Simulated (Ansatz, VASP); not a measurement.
## Ag: VASP beside Ansatz

Contents of INCAR:

```
SYSTEM = Ag
ALGO = Fast
EDIFF = 1E-7
ENCUT = 520
GGA = PE
ISIF = 2
ISMEAR = 0
LASPH = .TRUE.
LCHARG = .FALSE.
LREAL = .FALSE.
LWAVE = .FALSE.
NBANDS = 12
NELM = 80
PREC = Accurate
SIGMA = 0.15
```

Contents of KPOINTS:

```
k-points
0
G
  24 24 24
  0 0 0
```

POSCAR

```
Ag
1.0
    0.0000000000      2.0943316560      2.0735956990
    2.0528597420      0.0000000000      2.0735956990
    2.0528597420      2.0943316560      0.0000000000
Ag
1
Direct
    0.0000000000      0.0000000000      0.0000000000
```

Input for Ansatz:

```yaml
crystal:
  lattice:
    - [0.0, 2.094331656, 2.073595699]
    - [2.052859742, 0.0, 2.073595699]
    - [2.052859742, 2.094331656, 0.0]
  atoms:
    - { symbol: Ag, position: [0.0, 0.0, 0.0] }
basis:
  ecutwfc: 420
kpoints:
  mp_grid: { grid: [24, 24, 24] }
hamiltonian:
  xc: pbe
scf:
  occupations: { method: gaussian, width: 0.15 }
output:
  forces: true
  stress: true
  eigenvalues: true
```

Change from the starting cell: strain -0.0100 x Voigt [1, -1, 0, 0, 0, 0], atoms carried along.

Alike in both runs: task single point; functional PBE; k mesh 24 × 24 × 24; occupations gaussian, width 0.15 eV; no spin polarisation.

|  | VASP | Ansatz |
| --- | --- | --- |
| version | VASP 6.6.1 | Ansatz 0.2.0 |
| potentials or method | VASP PAW PBE potentials, release 64 (Ag), cutoff 520 eV | scalar-relativistic, plane waves, PAW |
| valence electrons in the cell | 11 | 19 |

```tsv
	VASP	Ansatz	Ansatz less VASP
gap on the k mesh at the Fermi level (eV)	none	none	-
pressure (GPa)	-0.1	0.0	+0.11
traceless stress, the component that is largest in VASP (GPa)	-0.38	-0.38	-0.003
```

A gap of «none» marks a metal or a gap that the smearing closes. VASP's potentials hold 11 valence electrons a cell and Ansatz's 19, so a difference there can come from the potentials and not from the codes.
